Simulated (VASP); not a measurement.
# BN (F-43m) in VASP: further runs, part 2 of 3

VASP 6.6.1.

### Step 3. Single point, PBE (volume scaled by 0.97)

INCAR

```
PREC = Accurate
ENCUT = 520
EDIFF = 1E-6
ISMEAR = 0
SIGMA = 0.02
LREAL = False
LASPH = True
NELM = 80
ALGO = Normal
ISIF = 2
LWAVE = False
LCHARG = True
GGA = PE
LELF = True
LVHAR = True
NBANDS = 11
```

KPOINTS

```
Automatic mesh
0
Gamma
  12 12 12
```

POSCAR

```
BN
1.0
    0.0000000000      1.7940407095      1.7940407095
    1.7940407095      0.0000000000      1.7940407095
    1.7940407095      1.7940407095      0.0000000000
B N
1 1
Direct
    0.0000000000      0.0000000000      0.0000000000
    0.7500000000      0.7500000000      0.7500000000
```

Potentials or basis: VASP PAW PBE potentials, release 64 (B, N).

The run is started by

```console
cat potpaw_PBE.64/B/POTCAR potpaw_PBE.64/N/POTCAR > POTCAR
mpirun -np 1 vasp_std > vasp.out
```

OUTCAR:

```text
PREC = Accurate
   ENCUT = 520
   EDIFF = 1E-6
   ISMEAR = 0
   LREAL = False
   LASPH = True
   NELM = 80
   ISIF = 2
   GGA = PE

 ion  position               nearest neighbor table
   1  0.000  0.000  0.000-   2 1.55   2 1.55   2 1.55   2 1.55
   2  0.750  0.750  0.750-   1 1.55   1 1.55   1 1.55   1 1.55

  LATTYP: Found a face centered cubic cell.
 ALAT       =     3.5880814190

  Lattice vectors:

 A1 = (   0.0000000000,   1.7940407095,   1.7940407095)
 A2 = (   1.7940407095,   0.0000000000,   1.7940407095)
 A3 = (   1.7940407095,   1.7940407095,   0.0000000000)

Analysis of symmetry for initial positions (statically):
=====================================================================
 Subroutine PRICEL returns:
 Original cell was already a primitive cell.

 Routine SETGRP: Setting up the symmetry group for a
 face centered cubic supercell.

 Subroutine GETGRP returns: Found 24 space group operations
 (whereof 24 operations were pure point group operations)
 out of a pool of 48 trial point group operations.

The static configuration has the point symmetry T_d .

Analysis of symmetry for dynamics (positions and initial velocities):
=====================================================================
 Subroutine PRICEL returns:
 Original cell was already a primitive cell.

 Routine SETGRP: Setting up the symmetry group for a
 face centered cubic supercell.

 Subroutine GETGRP returns: Found 24 space group operations
 (whereof 24 operations were pure point group operations)
 out of a pool of 48 trial point group operations.

The dynamic configuration has the point symmetry T_d .

 Subroutine INISYM returns: Found 24 space group operations
 (whereof 24 operations are pure point group operations),
 and found     1 'primitive' translations

----------------------------------------------------------------------------------------

                                     Primitive cell

  volume of cell :      11.5485

  direct lattice vectors                    reciprocal lattice vectors
     0.000000000  1.794040709  1.794040709    -0.278700476  0.278700476  0.278700476
     1.794040709  0.000000000  1.794040709     0.278700476 -0.278700476  0.278700476
     1.794040709  1.794040709  0.000000000     0.278700476  0.278700476 -0.278700476

  length of vectors
     2.537156703  2.537156703  2.537156703     0.482723385  0.482723385  0.482723385

  position of ions in fractional coordinates (direct lattice)
     0.000000000  0.000000000  0.000000000
     0.750000000  0.750000000  0.750000000

  ion indices of the primitive-cell ions
   primitive index   ion index
                 1           1
                 2           2

----------------------------------------------------------------------------------------

 KPOINTS: Automatic mesh

Automatic generation of k-mesh.
 Grid dimensions read from file:
 generate k-points for:   12   12   12

 Generating k-lattice:

  Cartesian coordinates                     Fractional coordinates (reciprocal lattice)
    -0.023225040  0.023225040  0.023225040     0.083333333  0.000000000  0.000000000
     0.023225040 -0.023225040  0.023225040     0.000000000  0.083333333  0.000000000
     0.023225040  0.023225040 -0.023225040     0.000000000  0.000000000  0.083333333

  Length of vectors
     0.040226949  0.040226949  0.040226949

  Shift w.r.t. Gamma in fractional coordinates (k-lattice)
     0.000000000  0.000000000  0.000000000

 Subroutine IBZKPT returns following result:
 ===========================================

 Found     72 irreducible k-points:

 Following reciprocal coordinates:
            Coordinates               Weight
  0.000000  0.000000  0.000000      1.000000
  0.083333  0.000000  0.000000      8.000000
  0.166667  0.000000  0.000000      8.000000
  0.250000  0.000000  0.000000      8.000000
  0.333333  0.000000  0.000000      8.000000
  0.416667  0.000000  0.000000      8.000000
[... 16 lines left out ...]
  0.500000  0.166667  0.000000     24.000000
 -0.416667  0.166667  0.000000     24.000000
 [... further k-points ...]
   k-points           NKPTS =     72   k-points in BZ     NKDIM =     72   number of bands    NBANDS=     11
   number of dos      NEDOS =    301   number of ions     NIONS =      2
   total plane-waves  NPLWV =   8000
   dimension x,y,z NGX =    20 NGY =   20 NGZ =   20
   dimension x,y,z NGXF=    40 NGYF=   40 NGZF=   40
   ions per type =               1   1
   NGX,Y,Z   is equivalent  to a cutoff of  13.10, 13.10, 13.10 a.u.
   NGXF,Y,Z  is equivalent  to a cutoff of  26.21, 26.21, 26.21 a.u.
 SYSTEM =  unknown system
   PREC   = accura    normal or accurate (medium, high low for compatibility)
   ISTART =      0    job   : 0-new  1-cont  2-samecut
   ICHARG =      2    charge: 1-file 2-atom 10-const
   ISPIN  =      1    spin polarized calculation?
   LNONCOLLINEAR =      F non collinear calculations
   LSORBIT =      F    spin-orbit coupling
   LASPH  =      T    aspherical Exc in radial PAW
   ENCUT  =  520.0 eV  38.22 Ry    6.18 a.u.   4.72  4.72  4.72*2*pi/ulx,y,z
   NELM   =     80;   NELMIN=  2; NELMDL= -5     # of ELM steps
   EDIFF  = 0.1E-05   stopping-criterion for ELM
   LREAL  =      F    real-space projection
   EDIFFG = 0.1E-04   stopping-criterion for IOM
   NSW    =      0    number of steps for IOM
   IBRION =     -1    ionic relax: 0-MD 1-quasi-New 2-CG
   NFREE  =      0    steps in history (QN), initial steepest desc. (CG)
   ISIF   =      2    stress and relaxation
   ISYM   =      2    0-nonsym 1-usesym 2-fastsym
   POTIM  = 0.5000    time-step for ionic-motion
   TEBEG  =    0.0;   TEEND  =   0.0 temperature during run
   PSTRESS=    0.0 pullay stress
   NELECT =       8.0000    total number of electrons
   NUPDOWN=      -1.0000    fix difference up-down
   EMIN   =  10.00;   EMAX   =-10.00  energy-range for DOS
   EFERMI =   0.00;   METHOD = LEGACY
   ISMEAR =     0;   SIGMA  =   0.02  broadening in eV -4-tet -1-fermi 0-gaus
   EFERMI_NEDOS =   21; number of points for ismear=-14 and -15
   IALGO  =     38    algorithm
   IMIX   =      4    mixing-type and parameters
     AMIX     =   0.40;   BMIX     =  1.00
     AMIX_MAG =   1.60;   BMIX_MAG =  1.00
  volume/ion in A,a.u.               =       5.77        38.97
  Fermi-wavevector in a.u.,A,eV,Ry     =   1.448536  2.737336 28.548501  2.098256
  Thomas-Fermi vector in A             =   2.566365
   LORBIT       =      0    0 simple, 1 ext, 2 COOP (PROOUT), +10 PAW based schemes
   GGA     = PE    functional components
   LHFCALC =     F    Hartree Fock is set to
   AEXX    =    0.0000 exact exchange contribution
   IVDW    =     0    specifies the selected vdW correction
   LEPSILON=     F    determine dielectric tensor
   LRPA    =     F    only Hartree local field effects (RPA)
 non-spin polarized calculation
 Gauss-broadening in eV      SIGMA  =   0.02
  energy-cutoff  :      520.00
  volume of cell :       11.55
 maximum number of plane-waves:       331
   NGX =  9   NGY =  9   NGZ =  9

 number of electron       7.9999998 magnetization

 Free energy of the ion-electron system (eV)
  ---------------------------------------------------
  ext. energy  EPLUGINS =         0.00000000
  ---------------------------------------------------
  free energy    TOTEN  =       -17.43673490 eV

  energy without entropy =      -17.43673490  energy(sigma->0) =      -17.43673490

 E-fermi :   7.7822     XC(G=0): -12.9332

 val. band max:        7.6815458599   @ k =   0.0000   0.0000   0.0000
 cond. band min:      12.1644054056   @ k =   0.5000   0.5000   0.0000
 fundamental gap:      4.4828595456
 Fermi energy:         7.7821531402

 k-point     1 :       0.0000    0.0000    0.0000
  band No.  band energies     occupation
      1     -12.8064      2.00000
      2       7.6815      2.00000
      3       7.6815      2.00000
      4       7.6815      2.00000
      5      16.6083      0.00000
      6      16.6083      0.00000
      7      16.6083      0.00000
      8      18.3982      0.00000
      9      32.8582      0.00000
     10      35.7249      0.00000
     11      35.7249      0.00000
[... 309 lines left out ...]
 k-point    24 :      -0.4167    0.1667    0.0000
  band No.  band energies     occupation
      1      -8.1106      2.00000
      2      -2.5096      2.00000
      3       3.4830      2.00000
      4       5.0559      2.00000
      5      17.1083      0.00000
      6      20.0942      0.00000
      7      20.1709      0.00000
      8      23.6666      0.00000
      9      29.0163      0.00000
     10      33.3127      0.00000
     11      34.8172      0.00000

 [... further k-points ...]
[... 5 lines left out ...]
  --------------------------------------------------------------------------------------
  -------------------------------------------------------------------------------------
  Total        0.8870547      0.8870547      0.8870547     -0.0000000     -0.0000000     -0.0000000
  in kB      123.0648749    123.0648749    123.0648749     -0.0000000     -0.0000000     -0.0000000
  external PRESSURE =     123.0648749 kB  Pullay stress =       0.0000000 kB

 VOLUME and BASIS-vectors are now :
 -----------------------------------------------------------------------------
  energy-cutoff  :      520.00
  volume of cell :       11.55
      direct lattice vectors                 reciprocal lattice vectors
     0.000000000  1.794040709  1.794040709    -0.278700476  0.278700476  0.278700476
     1.794040709  0.000000000  1.794040709     0.278700476 -0.278700476  0.278700476
     1.794040709  1.794040709  0.000000000     0.278700476  0.278700476 -0.278700476

 POSITION                                       TOTAL-FORCE (eV/Angst)
 -----------------------------------------------------------------------------------
      0.00000      0.00000      0.00000         0.000000      0.000000      0.000000
      2.69106      2.69106      2.69106        -0.000000     -0.000000     -0.000000
 -----------------------------------------------------------------------------------
    total drift:                               -0.000000     -0.000000     -0.000000

  FREE ENERGIE OF THE ION-ELECTRON SYSTEM (eV)
  ---------------------------------------------------
  free  energy   TOTEN  =       -17.4367349002 eV

  energy  without entropy=      -17.4367349002  energy(sigma->0) =      -17.43673490
```

OSZICAR:

```text
N       E                     dE             d eps       ncg     rms          rms(c)
DAV:   1     0.983123215614E+01    0.98312E+01   -0.50977E+03  1616   0.735E+02
DAV:   2    -0.179111863325E+02   -0.27742E+02   -0.26912E+02  1977   0.165E+02
DAV:   3    -0.184368949413E+02   -0.52571E+00   -0.52456E+00  1848   0.188E+01
DAV:   4    -0.184375189252E+02   -0.62398E-03   -0.62398E-03  1707   0.722E-01
DAV:   5    -0.184375194601E+02   -0.53497E-06   -0.53499E-06  1809   0.212E-02    0.683E+00
DAV:   6    -0.175308300495E+02    0.90669E+00   -0.29002E+00  1653   0.995E+00    0.335E+00
DAV:   7    -0.174514271504E+02    0.79403E-01   -0.11454E-01  1776   0.277E+00    0.195E+00
DAV:   8    -0.174364498053E+02    0.14977E-01   -0.36481E-02  1769   0.140E+00    0.205E-01
DAV:   9    -0.174366458421E+02   -0.19604E-03   -0.92603E-04  1662   0.260E-01    0.857E-02
DAV:  10    -0.174367298678E+02   -0.84026E-04   -0.11830E-04  1712   0.928E-02    0.153E-02
DAV:  11    -0.174367348782E+02   -0.50104E-05   -0.86774E-06  1804   0.243E-02    0.106E-02
DAV:  12    -0.174367349002E+02   -0.21947E-07   -0.14774E-06   968   0.844E-03
   1 F= -.17436735E+02 E0= -.17436735E+02  d E =-.200592E-15
```

Run time: 8.8 s. Hardware: 1 thread of Intel Xeon Platinum 8259CL at 2.50GHz (Skylake/Cascade Lake), shared host; peak memory 0.12 GiB.

What came out:

```yaml
Free_energy: -17.4367 eV
Pressure: 12.3 GPa
Band_gap_on_the_k_mesh: 4.48 eV, indirect (least direct gap 8.93 eV)
```

 A k mesh can miss the band edges.

[end of part 2 of 3]
